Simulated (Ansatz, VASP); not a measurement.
Two plane-wave programs on HfO2

Contents of INCAR:

```
PREC = Accurate ; ENCUT = 600
EDIFF = 1E-6 ; ISMEAR = -1
SIGMA = 0.05 ; LREAL = F
LASPH = T ; NELM = 80
ALGO = Normal ; ISIF = 3
LWAVE = F ; LCHARG = F
GGA = RP ; IVDW = 13
IBRION = 2 ; NSW = 60
EDIFFG = -0.01
```

The input KPOINTS:

```
regular mesh
0
Gamma
  6 6 8
```

POSCAR

```
HfO2
1.0
    4.8135329900      0.0000000000      0.0000000000
    0.0000000000      4.8135329900      0.0000000000
    0.0000000000      0.0000000000      3.2054154100
Hf O
2 4
Direct
    0.5000000000      0.5000000000      0.5000000000
    0.0000000000      0.0000000000      0.0000000000
    0.8050448800      0.1949551200      0.5000000000
    0.6949551200      0.6949551200      0.0000000000
    0.3050448800      0.3050448800      0.0000000000
    0.1949551200      0.8050448800      0.5000000000
```

The input input.yaml:

```yaml
crystal:
  lattice:
    - [4.81353299, 0.0, 0.0]
    - [0.0, 4.81353299, 0.0]
    - [0.0, 0.0, 3.20541541]
  atoms:
    - { symbol: Hf, position: [0.5, 0.5, 0.5] }
    - { symbol: Hf, position: [0.0, 0.0, 0.0] }
    - { symbol: O, position: [0.80504488, 0.19495512, 0.5] }
    - { symbol: O, position: [0.69495512, 0.69495512, 0.0] }
    - { symbol: O, position: [0.30504488, 0.30504488, 0.0] }
    - { symbol: O, position: [0.19495512, 0.80504488, 0.5] }
hamiltonian:
  xc: rpbe
  pseudopotentials: { kind: paw }
  dispersion: d4
kpoints:
  mp_grid: { grid: [6, 6, 8] }
scf:
  occupations: { method: fermi_dirac, width: 0.05 }
output:
  forces: true
  stress: true
  eigenvalues: true
relax:
  f_tol: 0.01
  max_steps: 40
  cell: { stress_tol: 0.05 }
```

Alike in both runs: task relaxation of cell and atoms; functional RPBE; dispersion D4; k mesh 6 × 6 × 8; occupations fermi-dirac, width 0.05 eV; no spin polarisation.

|  | VASP | Ansatz |
| --- | --- | --- |
| version | VASP 6.6.1 | Ansatz 0.2.0 |
| potentials or method | VASP PAW PBE potentials, release 64 (Hf_pv, O) | Ansatz PAW |
| plane-wave cutoff (eV) | 600 | 420 |
| valence electrons in the cell | 44 | 76 |

Ansatz gave:

- gap on the k mesh at the Fermi level, each at its own relaxed structure (eV): 4.03
- relaxed volume (Å³/atom): 12.74
- relaxed length of the cell vector where the two differ most in proportion (Å): 4.860

Q: What did VASP give for the same quantities?

A: gap on the k mesh at the Fermi level, each at its own relaxed structure (eV): 4.03; relaxed volume (Å³/atom): 12.55; relaxed length of the cell vector where the two differ most in proportion (Å): 4.835.

VASP's potentials were made for PBE, not for RPBE. VASP's potentials hold 44 valence electrons a cell and Ansatz's 76, so a difference there can come from the potentials and not from the codes.

Spin-orbit coupling is off throughout. Noted on Ansatz's run: the plane-wave basis is chosen anew once the cell has moved, so the energies of steps on either side of that aren't comparable.
